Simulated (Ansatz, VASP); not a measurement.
# KCl: VASP beside Ansatz

```xyz
2
Lattice="0.0000 3.5073 3.5073 3.5073 0.0000 3.5073 3.5073 3.5073 0.0000" Properties=species:S:1:pos:R:3 pbc="T T T"
K     0.0000    0.0000    0.0000
Cl    1.7536    1.7536    1.7536
```

Alike in both runs: task single point; functional PBE-based screened hybrid with a share of 1.0 of exact exchange and HFSCREEN = 0.1; k mesh 4 × 4 × 4; no spin polarisation.

|  | VASP | Ansatz |
| --- | --- | --- |
| version | VASP 6.6.1 | Ansatz 0.2.0 |
| potentials or method | VASP PAW PBE potentials, release 64 (K_sv, Cl) | plane waves |
| plane-wave cutoff (eV) | 520 | 420 |
| occupations | gaussian, width 0.01 eV | fixed |
| valence electrons in the cell | 16 | 16 |

```csv
,VASP,Ansatz,Ansatz less VASP
gap on the k mesh at the Fermi level (eV),11.46,11.47,+0.006
pressure (GPa),-0.3,-0.3,+0.05
```

VASP's potentials were made for PBE, not for PBE-based screened hybrid. Ansatz's warnings: stress exchange threshold loose, stress scf threshold loose.
